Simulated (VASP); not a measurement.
# Mg2O in VASP: notebook, part 2 of 2

VASP 6.6.1.

## 4. Single point, PBE

File INCAR:

```
PREC     = Accurate       # precision mode
ENCUT    = 520            # plane-wave cutoff, eV
EDIFF    = 1E-6           # SCF threshold, eV
ISMEAR   = 0              # smearing method
SIGMA    = 0.1            # smearing width, eV
LREAL    = F              # projectors in reciprocal space
LASPH    = T              # aspherical terms in the spheres
NELM     = 100            # most SCF steps
ALGO     = Normal         # electronic algorithm
ISIF     = 2              # what is computed and relaxed
LWAVE    = F              # write WAVECAR
LCHARG   = F              # write CHGCAR
GGA      = PE             # functional
NBANDS   = 19             # bands
```

File KPOINTS:

```
Automatic mesh
0
Gamma
  4 4 6
```

File POSCAR:

```
Mg2O
1.0
    5.2325854615      0.0000000000      0.0000000000
    0.0000000000      5.2325854615      0.0000000000
    0.0000000000      0.0000000000      3.1367742449
Mg O
4 2
Direct
    0.2079859230      0.2079859230      0.0000000000
    0.7920140770      0.7920140770      0.0000000000
    0.7079859230      0.2920140770      0.5000000000
    0.2920140770      0.7079859230      0.5000000000
    0.5000000000      0.5000000000      0.0000000000
    0.0000000000      0.0000000000      0.5000000000
```

Potentials or basis: VASP PAW PBE potentials, release 64 (Mg, O).

Command:

```
$ cat potpaw_PBE.64/Mg/POTCAR potpaw_PBE.64/O/POTCAR > POTCAR
$ mpirun -np 1 vasp_std > vasp.out
```

OUTCAR:

```text
PREC = Accurate
   ENCUT = 520
   EDIFF = 1E-6
   ISMEAR = 0
   LREAL = F
   LASPH = T
   NELM = 100
   ISIF = 2
   GGA = PE

 ion  position               nearest neighbor table
   1  0.208  0.208  0.000-   5 2.16   6 2.20   6 2.20   2 3.08   4 3.08   3 3.08   4 3.08   3 3.08
                             4 3.08   4 3.08   3 3.08   3 3.08
   2  0.792  0.792  0.000-   5 2.16   6 2.20   6 2.20   1 3.08   4 3.08   3 3.08   4 3.08   3 3.08
                             3 3.08   3 3.08   4 3.08   4 3.08
   3  0.708  0.292  0.500-   6 2.16   5 2.20   5 2.20   4 3.08   1 3.08   1 3.08   2 3.08   2 3.08
                             2 3.08   2 3.08   1 3.08   1 3.08
   4  0.292  0.708  0.500-   6 2.16   5 2.20   5 2.20   3 3.08   1 3.08   1 3.08   2 3.08   2 3.08
[... 739 lines left out ...]
  Total       -0.1531866     -0.1531866     -0.2762703      0.0000000      0.0000000      0.0000000
  in kB       -2.8576930     -2.8576930     -5.1538163      0.0000000      0.0000000      0.0000000
  external PRESSURE =      -3.6230674 kB  Pullay stress =       0.0000000 kB

 VOLUME and BASIS-vectors are now :
 -----------------------------------------------------------------------------
  energy-cutoff  :      520.00
  volume of cell :       85.88
      direct lattice vectors                 reciprocal lattice vectors
     5.232585462  0.000000000  0.000000000     0.191110113  0.000000000  0.000000000
     0.000000000  5.232585462  0.000000000     0.000000000  0.191110113  0.000000000
     0.000000000  0.000000000  3.136774245     0.000000000  0.000000000  0.318798843

 POSITION                                       TOTAL-FORCE (eV/Angst)
 -----------------------------------------------------------------------------------
      1.08830      1.08830      0.00000        -0.023580     -0.023580      0.000000
      4.14428      4.14428      0.00000         0.023580      0.023580     -0.000000
      3.70460      1.52799      1.56839        -0.023580      0.023580     -0.000000
      1.52799      3.70460      1.56839         0.023580     -0.023580      0.000000
      2.61629      2.61629      0.00000        -0.000000     -0.000000      0.000000
      0.00000      0.00000      1.56839        -0.000000     -0.000000      0.000000
 -----------------------------------------------------------------------------------
    total drift:                               -0.000000      0.000000     -0.000000

  FREE ENERGIE OF THE ION-ELECTRON SYSTEM (eV)
  ---------------------------------------------------
  free  energy   TOTEN  =       -24.2642351947 eV

  energy  without entropy=      -24.2611099250  energy(sigma->0) =      -24.26267256
```

Wall time 23 s (1 thread of Intel Xeon Platinum 8488C (Sapphire Rapids), shared host); peak memory 0.19 GiB.

What came out:

| Quantity | Value |
| --- | --- |
| Free energy | -24.2642 eV |
| Pressure | -0.4 GPa |
| Largest force | 0.033 eV/Å |
| Band gap on the k mesh | zero (band 10 reaches 4.72 eV, above the bottom of band 11 at 3.84 eV) |

Forces in eV/Å, atoms in the order of the input:
```
Mg  -0.024 -0.024  0.000
Mg   0.024  0.024  0.000
Mg  -0.024  0.024  0.000
Mg   0.024 -0.024  0.000
O    0.000  0.000  0.000
O    0.000  0.000  0.000
```

Stress tensor (GPa, compression positive):
```
-0.29  0.00  0.00
 0.00 -0.29  0.00
 0.00  0.00 -0.52
```

Levels at points of the mesh, in eV from the Fermi level:
```tsv
k point	band 7	band 8	band 9	band 10	band 11	band 12	band 13	band 14
(0.00, 0.00, 0.00)	-4.73	-4.44	-4.38	-2.15	2.30	2.65	2.65	5.24
(0.50, 0.00, 0.00)	-4.41	-4.41	-2.06	-2.06	1.78	1.78	2.73	2.73
(0.50, 0.50, 0.00)	-4.40	-4.40	-0.85	-0.85	-0.67	-0.67	4.91	4.91
(0.00, 0.00, 0.50)	-5.37	-5.37	-0.34	-0.34	1.36	1.36	2.06	2.06
(0.50, 0.00, 0.50)	-5.37	-5.37	-0.67	-0.67	1.31	1.31	3.07	3.07
(0.50, 0.50, 0.50)	-5.58	-5.58	0.21	0.21	1.08	1.08	2.65	2.65
```

## 5. Single point, PBE

This run uses another cell than the first one, of 15.89 Å³/atom, 1.112 times its volume.

File INCAR:

```
SYSTEM = Mg2O
ALGO = Normal ; EDIFF = 1E-6
ENCUT = 520 ; GGA = PE
ISIF = 2 ; ISMEAR = 0
LASPH = .True. ; LCHARG = .False.
LREAL = .False. ; LWAVE = .False.
NBANDS = 19 ; NELM = 100
PREC = Accurate ; SIGMA = 0.1
```

File KPOINTS:

```
k-points
0
Gamma
  4 4 6
  0 0 0
```

File POSCAR:

```
Mg2O
1.0
    5.2901358324      0.0000000000      0.0000000000
    0.0000000000      5.2901358324      0.0000000000
    0.0000000000      0.0000000000      3.4073817867
Mg O
4 2
Direct
    0.3060000000      0.3060000000      0.0000000000
    0.1940000000      0.8060000000      0.5000000000
    0.6940000000      0.6940000000      0.0000000000
    0.8060000000      0.1940000000      0.5000000000
    0.0000000000      0.0000000000      0.0000000000
    0.5000000000      0.5000000000      0.5000000000
```

Command:

```
$ cat potpaw_PBE.64/Mg/POTCAR potpaw_PBE.64/O/POTCAR > POTCAR
$ mpirun -np 1 vasp_std > vasp.out
```

Wall time 31 s (1 thread of Intel Xeon Platinum 8488C (Sapphire Rapids), shared host); peak memory 0.2 GiB.

It converged, with:

| Item | Value |
| --- | --- |
| Free energy | -23.8251 eV |
| Pressure | -5.8 GPa |
| Largest force | 0.495 eV/Å |
| Band gap on the k mesh | zero (band 10 reaches 4.03 eV, above the bottom of band 11 at 3.39 eV) |

Forces on the atoms (eV/Å):
```
Mg  -0.350 -0.350  0.000
Mg   0.350 -0.350  0.000
Mg   0.350  0.350  0.000
Mg  -0.350  0.350  0.000
O    0.000  0.000  0.000
O    0.000  0.000  0.000
```

Stress tensor (GPa, compression positive):
```
 -2.54   0.00   0.00
  0.00  -2.54   0.00
  0.00   0.00 -12.38
```

Levels at points of the mesh, in eV from the Fermi level:
```
           k point  band 6  band 7  band 8  band 9  band 10  band 11  band 12  band 13  band 14  band 15
(0.00, 0.00, 0.00)   -4.75   -4.56   -4.43   -4.43    -1.54     1.84     2.65     2.65     4.88     5.31
(0.50, 0.00, 0.00)   -5.34   -4.49   -4.49   -1.78    -1.78     1.73     1.73     2.86     2.86     5.89
(0.50, 0.50, 0.00)   -4.62   -4.48   -4.48   -0.93    -0.93    -0.33    -0.33     5.43     5.43     6.23
(0.00, 0.00, 0.50)   -4.91   -4.85   -4.85   -0.42    -0.42     1.47     1.47     2.13     2.13     4.41
(0.50, 0.00, 0.50)   -4.91   -4.82   -4.82   -0.64    -0.64     1.25     1.25     2.92     2.92     5.07
(0.50, 0.50, 0.50)   -5.14   -5.09   -5.09    0.31     0.31     1.06     1.06     2.50     2.50     3.98
```

## 6. Summary

```csv
cell,k mesh,gap on the mesh (eV),pressure (GPa),largest force (eV/Å)
"a = 5.212, b = 5.212, c = 3.157 Å, 6 atoms",4 × 4 × 4,none,-0.2,0.01
"a = 5.242, b = 5.242, c = 3.135 Å, 6 atoms",4 × 4 × 6,none,-0.6,0.01
"a = 5.233, b = 5.233, c = 3.137 Å, 6 atoms",4 × 4 × 6,none,-0.4,0.03
"a = 5.290, b = 5.290, c = 3.407 Å, 6 atoms",4 × 4 × 6,none,-5.8,0.49
```

Alike in all rows: task single point; level PBE; potentials or basis VASP PAW PBE potentials, release 64 (Mg, O); no spin polarisation; cutoff (eV) 520; smearing gaussian 0.1 eV.

Caveats: some runs use coarse meshes.

Total energies depend on the potentials used, so only differences within one code and one set of settings carry meaning.
